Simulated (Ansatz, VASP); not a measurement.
# GaSb: VASP beside Ansatz

```xyz
2
Lattice="0.0000 3.0659 3.0046 3.0659 0.0000 3.0046 3.0659 3.0659 0.0000" Properties=species:S:1:pos:R:3 pbc="T T T"
Ga    0.0000    0.0000    0.0000
Sb    1.5329    1.5329    1.5023
```

Change from the starting cell: uniaxial_z strain -2.0%.

Alike in both runs: task single point; functional r2SCAN; k mesh 8 × 8 × 8; occupations fermi-dirac, width 0.02 eV; no spin polarisation.

|  | VASP | Ansatz |
| --- | --- | --- |
| version | VASP 6.6.1 | Ansatz 0.2.0 |
| potentials or method | VASP PAW PBE potentials, release 64 (Ga_d, Sb) | plane waves, PAW |
| plane-wave cutoff (eV) | 520 | 500 |
| valence electrons in the cell | 18 | 28 |

```tsv
	VASP	Ansatz	Ansatz less VASP
pressure (GPa)	1.2	1.1	-0.11
traceless stress, the component that is largest in VASP (GPa)	0.64	0.65	+0.015
```

VASP's potentials were made for PBE, not for r2SCAN. VASP's potentials hold 18 valence electrons a cell and Ansatz's 28, so a difference there can come from the potentials and not from the codes.

Spin-orbit coupling is off throughout.
